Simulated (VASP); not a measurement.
## V: relaxation of shape and atoms at fixed volume with PBE

V:

```
V
1.0
     2.13002    0.00000    0.00000
    -1.06501    1.84465    0.00000
     0.00000    0.00000    1.98764
V
1
Cartesian
  0.0000 0.0000 0.0000
```

This isn't the form of V at room conditions, which is bcc.

```yaml
Program: VASP 6.6.1
Task: relaxation of shape and atoms at fixed volume
Functional: PBE
Potentials_or_basis: VASP PAW PBE potentials, release 64 (V_sv)
Cutoff: 500 eV
k_mesh: 17 × 17 × 15
Occupations: fermi-dirac, width 0.05 eV
Spin: no spin polarisation
Dipole_correction: no
Further_INCAR_settings: ALGO = Normal; EDIFF = 1e-07; IBRION = 2; EDIFFG = -0.005; NSW = 50; ISIF = 4
```

```json
{"Energy gained by relaxing": "1.6 meV/atom", "Ionic steps": "3", "Pressure after relaxing": "291.1 GPa", "Band gap on the k mesh": "zero (an odd number of electrons rules out a gap without spin polarisation)"}
```

Stress tensor (GPa, compression positive):
```
291.16   0.00   0.00
  0.00 291.16   0.00
  0.00   0.00 291.04
```

The path:
| step | energy change (eV) | largest force (eV/Å) | pressure (GPa) | volume (Å³) |
| --- | --- | --- | --- | --- |
| 1 | 0.0000 | 0.0000 | 291.72 | 7.81 |
| 2 | 0.0074 | 0.0000 | 290.45 | 7.81 |
| 3 | -0.0016 | 0.0000 | 291.12 | 7.81 |

Final structure:
```
V
1.0
     2.12411    0.00000    0.00000
    -1.06206    1.83954    0.00000
     0.00000    0.00000    1.99872
V
1
Direct
  0.00000 0.00000 0.00000
```

Levels at points of the mesh, in eV from the Fermi level:
```csv
k point,band 4,band 5,band 6,band 7,band 8,band 9
"(0.00, 0.00, 0.00)",-35.79,-6.98,-5.29,-0.39,-0.39,6.53
```

Run time: 65 s on 1 thread of Intel Xeon 8259CL, with other jobs on the host, peak memory 0.13 GiB.

Caveat: atoms lie so close that the PAW spheres overlap strongly, which falsifies energies and pressures.
